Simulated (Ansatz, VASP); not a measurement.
H in VASP and in Ansatz

```
H
1.0
    -1.41019    1.41019    1.93064
     1.41019   -1.41019    1.93064
     1.41019    1.41019   -1.93064
H
2
Cartesian
  0.0000 0.0000 3.4757
  0.0000 0.0000 0.3855
```

Alike in both runs: task relaxation of cell and atoms; functional LDA; k mesh 12 × 12 × 12; no spin polarisation.

|  | VASP | Ansatz |
| --- | --- | --- |
| version | VASP 6.6.1 | Ansatz 0.2.0 |
| potentials or method | VASP PAW LDA potentials, release 64 (H), cutoff 600 eV | scalar-relativistic, plane waves, PAW |
| occupations | gaussian, width 0.01 eV | fixed |
| valence electrons in the cell | 2 | 2 |

|  | VASP | Ansatz | Ansatz less VASP |
| --- | --- | --- | --- |
| gap on the k mesh at the Fermi level, each at its own relaxed structure (eV) | 7.11 | 7.18 | +0.064 |
| relaxed volume (Å³/atom) | 7.55 | 7.68 | +0.130 |
| relaxed cell length with the largest relative difference (Å) | 2.760 | 2.776 | +0.0156 |

LDA's correlation is that of Perdew and Zunger in VASP and of Perdew and Wang (1992) in Ansatz.
